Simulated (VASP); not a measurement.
The system is MoS2.

```
Mo S
1.0
     3.14799   -1.92978    0.00000
     3.14799    1.92978    0.00000
    -0.00310    0.00000    4.43933
Mo S
1 2
Cartesian
  0.0000 0.0000 0.0000
  4.3301 0.0000 1.2825
  1.9628 0.0000 3.1568
```

* Program: VASP 6.6.1
* Task: relaxation of cell and atoms
* Functional: LDA
* Potentials or basis: VASP PAW LDA potentials, release 64 (Mo_sv, S)
* Cutoff: 600 eV
* k mesh: 6 × 6 × 5
* Occupations: fermi-dirac, width 0.05 eV
* Spin: no spin polarisation

At the start: pressure -10.6 GPa; volume 17.98 Å³/atom.

**Question.** Where does the relaxation end?

**Answer.** Over 37 steps the energy falls by 667.6 meV/atom and the volume is 16.59 Å³/atom (-7.7 %); space group C2/m (No. 12, to 0.1 Å) before, P-3m1 (No. 164, to 0.1 Å).

The path:
```csv
step,energy change (eV),largest force (eV/Å),pressure (GPa),volume (Å³)
1,0.0000,1.2116,-10.57,53.94
2,-1.0940,1.8594,17.24,44.73
3,-1.1101,1.5837,13.61,45.42
4,-1.7325,0.9043,7.87,45.95
5,-1.6798,1.1318,5.68,45.86
6,-1.7730,0.8721,6.41,45.96
7,-1.8957,1.1172,-5.86,48.63
8,-1.9239,0.7851,-2.77,47.78
9,-1.9553,0.3148,2.05,47.01
10,-1.9565,0.3386,1.28,47.13
11,-1.9699,0.2359,1.12,47.47
12,-1.9785,0.0647,1.01,48.03
13,-1.9861,0.1962,-0.91,48.84
14,-1.9866,0.2431,-1.53,49.11
15,-1.9926,0.1851,-1.02,49.20
16,-1.9982,0.1451,-0.01,49.36
17,-1.9985,0.1618,0.33,49.41
18,-2.0019,0.0403,0.22,49.61
19,-2.0021,0.0319,0.22,49.66
20,-2.0021,0.0320,0.21,49.66
21,-2.0023,0.0187,-0.15,49.77
22,-2.0023,0.0354,-0.30,49.81
23,-2.0025,0.0357,-0.18,49.79
24,-2.0025,0.0384,-0.12,49.78
25,-2.0026,0.0170,0.09,49.73
26,-2.0026,0.0174,0.08,49.73
27,-2.0026,0.0129,0.07,49.75
28,-2.0027,0.0016,-0.02,49.79
29,-2.0027,0.0031,-0.05,49.80
30,-2.0027,0.0105,-0.09,49.82
31,-2.0027,0.0129,-0.11,49.83
32,-2.0027,0.0168,-0.03,49.81
33,-2.0028,0.0265,0.10,49.77
34,-2.0028,0.0227,0.09,49.77
35,-2.0028,0.0104,0.05,49.77
36,-2.0028,0.0142,0.00,49.77
37,-2.0029,0.0020,0.03,49.77
```

Final structure:
```
CELL_PARAMETERS angstrom
2.73364 -1.57781 -0.03600
2.73364 1.57781 -0.03600
0.06792 0.00000 5.76865
ATOMIC_POSITIONS crystal
Mo 0.00000 0.00000 0.00000
S 0.66712 0.66712 0.26969
S 0.33288 0.33288 0.73031
```

Caveat: a cell axis changed by over 15 % at a fixed basis, so the end point is rough.
